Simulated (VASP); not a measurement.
Write the native input for VASP 6.6.1 that does the following.

* Task: electric field gradients
* Functional: LDA
* Potentials or basis: VASP PAW LDA potentials, release 64 (Zr_sv, B)
* Cutoff: 520 eV
* k mesh: 12 × 12 × 9
* Occupations: fermi-dirac, width 0.05 eV
* Spin: no spin polarisation
* Dipole correction: no
* Further INCAR settings: ALGO = Normal; EDIFF = 1e-08; NBANDS = 16

The structure of ZrB2 lies in POSCAR:

```
ZrB2
1.0
    3.1649998255      0.0000000000      0.0000000000
   -1.5824999128      2.7409702519      0.0000000000
    0.0000000000      0.0000000000      3.4496000000
Zr B
1 2
Direct
    0.0000000000      0.0000000000      0.0000000000
    0.3333333333      0.6666666667      0.5000000000
    0.6666666667      0.3333333333      0.5000000000
```

This cell differs from its parent crystal: zz strain of -2 %.

These files were run (other wordings do the same):

INCAR

```
SYSTEM = ZrB2
PREC = Accurate
ENCUT = 520
EDIFF = 1E-8
ISMEAR = -1
SIGMA = 0.05
LREAL = .False.
LASPH = .True.
NELM = 100
ALGO = Normal
ISIF = 2
LWAVE = .False.
LCHARG = .False.
GGA = CA
LEFG = .True.
NBANDS = 16
```

KPOINTS

```
Automatic mesh
0
Gamma
  12 12 9
  0 0 0
```

Potentials or basis: VASP PAW LDA potentials, release 64 (Zr_sv, B).

Run with:

```sh
$ cat potpaw_LDA.64/Zr_sv/POTCAR potpaw_LDA.64/B/POTCAR > POTCAR
$ mpirun -np 1 vasp_std > vasp.out
```

Results of the run:

```
Pressure               : -2.1 GPa
Band gap on the k mesh : zero (band 9 reaches 11.36 eV, above the bottom of band 10 at 10.31 eV)
```

Caveat: the cell differs from its parent crystal (zz strain of -2 %); without QUAD_EFG the Cq values of the log hold for a quadrupole moment of 1 mb, not for the nuclei.

Run time: 18 s on 1 thread of Intel(R) Xeon(R) Platinum 8559C (Emerald Rapids), on a shared host, peak memory 0.16 GiB.
